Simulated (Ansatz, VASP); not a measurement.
Two plane-wave programs on IrO2

```
Ir O
1.0
     4.40716    0.00000    0.00000
     0.00000    4.40716    0.00000
     0.00000    0.00000    3.08178
Ir O
2 4
Direct
  0.00000 0.00000 0.00000
  0.50000 0.50000 0.50000
  0.30747 0.30747 0.00000
  0.19253 0.80747 0.50000
  0.69253 0.69253 0.00000
  0.80747 0.19253 0.50000
```

Change from the starting cell: volume scaled by 0.94, ions relaxed.

Alike in both runs: functional PBE; k mesh 10 × 10 × 15; occupations fermi-dirac, width 0.05 eV; collinear spin.

Ansatz relaxed the structure, and its values are those at the end. VASP's run is a single point on that final structure, the one shown.

|  | VASP | Ansatz |
| --- | --- | --- |
| version | VASP 6.6.1 | Ansatz 0.2.0 |
| potentials or method | VASP PAW PBE potentials, release 64 (Ir, O) | plane-wave PAW, scalar-relativistic |
| plane-wave cutoff (eV) | 600 | 420 |
| valence electrons in the cell | 42 | 58 |

Ansatz gave:

- pressure (GPa): 29.3
- rms of the force components (eV/Å): 0.000
- net moment per atom (μB): 0.00

Task: What did VASP give for the same quantities?

Result: Pressure (GPa): 32.7; rms of the force components (eV/Å): 0.003; net moment per atom (μB): 0.00.

The pressures are high and differ by over a tenth, so treat them with care. The functional is the same, so the differences come from potentials, cutoffs and numerics. VASP's potentials hold 42 valence electrons a cell and Ansatz's 58, so a difference there can come from the potentials and not from the codes. Ansatz's warnings: seeded moment not kept, stress scf threshold loose.

Neither program's run includes spin-orbit coupling.
